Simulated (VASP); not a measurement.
Write the native input for VASP 6.6.1 that does the following.

```
Task                   : single point
Functional             : PBE
Potentials or basis    : VASP PAW PBE potentials, release 64 (Mg, Zn, Te)
Cutoff                 : 520 eV
k mesh                 : 3 × 3 × 1
Occupations            : gaussian, width 0.1 eV
Spin                   : no spin polarisation
Dipole correction      : no
Further INCAR settings : ALGO = Normal; EDIFF = 1e-06; NBANDS = 31
```

The structure of Mg3ZnTe4 lies in POSCAR:

```
Mg3ZnTe4
1.0
    4.5375217717      0.0000000000      0.0000000000
   -2.2687608858      3.9296091245      0.0000000000
    0.0000000000      0.0000000000     14.9108318000
Mg Zn Te
3 1 4
Direct
    0.6666666667      0.3333333333      0.0049170000
    0.6666666667      0.3333333333      0.4954430000
    0.0000000000      0.0000000000      0.7502890000
    0.0000000000      0.0000000000      0.2503810000
    0.6666666667      0.3333333333      0.1947550000
    0.6666666667      0.3333333333      0.6844970000
    0.0000000000      0.0000000000      0.4304960000
    0.0000000000      0.0000000000      0.9392220000
```

One way to write it, as run:

INCAR

```
SYSTEM = Mg3ZnTe4
PREC = Accurate ; ENCUT = 520
EDIFF = 1E-6 ; ISMEAR = 0
SIGMA = 0.1 ; LREAL = .FALSE.
LASPH = .TRUE. ; NELM = 60
ALGO = Normal ; ISIF = 2
LWAVE = .FALSE. ; LCHARG = .TRUE.
GGA = PE ; LELF = .TRUE.
LVHAR = .TRUE. ; NBANDS = 31
```

KPOINTS

```
regular mesh
0
G
  3 3 1
  0 0 0
```

Potentials or basis: VASP PAW PBE potentials, release 64 (Mg, Zn, Te).

Run with:

```bash
$ cat potpaw_PBE.64/Mg/POTCAR potpaw_PBE.64/Zn/POTCAR potpaw_PBE.64/Te/POTCAR > POTCAR
$ mpirun -np 1 vasp_std > vasp.out
```

It gave:

The pressure is 0.3 GPa. The largest force is 0.057 eV/Å. The band gap on the k mesh is 1.46 eV.

Caveat: the k points lie up to 0.53 Å⁻¹ apart; spin-orbit coupling is left out, which moves the levels of the heavy elements.

It took 75 s on 1 thread of Intel(R) Xeon(R) Platinum 8375C CPU @ 2.90GHz (Ice Lake), on a shared host, peak memory 0.39 GiB.
